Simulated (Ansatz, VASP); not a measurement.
## Li in VASP and in Ansatz

The input INCAR:

```
SYSTEM = Li
  PREC = Accurate
  ENCUT = 520
  EDIFF = 1E-6
  ISMEAR = 0
  SIGMA = 0.15
  LREAL = .FALSE.
  LASPH = .TRUE.
  NELM = 80
  ALGO = Fast
  ISIF = 2
  LWAVE = .FALSE.
  LCHARG = .TRUE.
  GGA = PS
  IVDW = 12
  LELF = .TRUE.
  LVHAR = .TRUE.
  NBANDS = 10
```

The input KPOINTS:

```
regular mesh
0
G
  16 16 10
  0 0 0
```

Contents of POSCAR:

```
Li
1.0
    0.0000000000     -2.0954789853     -2.0954789853
    0.0000000000      2.0954789853     -2.0954789853
    4.1909579706      0.0000000000      0.0000000000
Li
2
Direct
    0.6267490640      0.4239314729      0.5000000000
   -0.1267490640      0.0760685271      0.0000000000
```

Input for Ansatz:

```yaml
crystal:
  lattice:
    - [0.0, -2.0954789853, -2.0954789853]
    - [0.0, 2.0954789853, -2.0954789853]
    - [4.1909579706, 0.0, 0.0]
  atoms:
    - { symbol: Li, position: [0.626749064, 0.4239314729, 0.5] }
    - { symbol: Li, position: [-0.126749064, 0.0760685271, 0.0] }
basis:
  ecutwfc: 520.0
kpoints:
  mp_grid: { grid: [16, 16, 10] }
hamiltonian:
  xc: pbesol
  pseudopotentials: { kind: paw }
  dispersion: d3bj
scf:
  occupations: { method: gaussian, width: 0.15 }
output:
  forces: true
  stress: true
  eigenvalues: true
```

Change from the starting cell: mode 4 frozen in at -0.425 Å and mode 5 at -0.106 Å (largest displacements).

Alike in both runs: task single point; functional PBEsol; dispersion D3(BJ); k mesh 16 × 16 × 10; occupations gaussian, width 0.15 eV; no spin polarisation.

|  | VASP | Ansatz |
| --- | --- | --- |
| version | VASP 6.6.1 | Ansatz 0.2.0 |
| potentials or method | VASP PAW PBE potentials, release 64 (Li_sv), cutoff 520 eV | scalar-relativistic, plane waves, PAW |
| valence electrons in the cell | 6 | 6 |

```csv
,VASP,Ansatz,Ansatz less VASP
gap on the k mesh at the Fermi level (eV),none,none,-
rms of the force components (eV/Å),0.345,0.345,+0.0001
```

VASP's potentials were made for PBE, not for PBEsol. Atom by atom the forces differ by 0.001 eV/Å (rms over components). A gap of «none» marks a metal or a gap that the smearing closes.

Noted on VASP's run: the cutoff is under 1.25 times that of the potentials, so the pressure is a little rough.
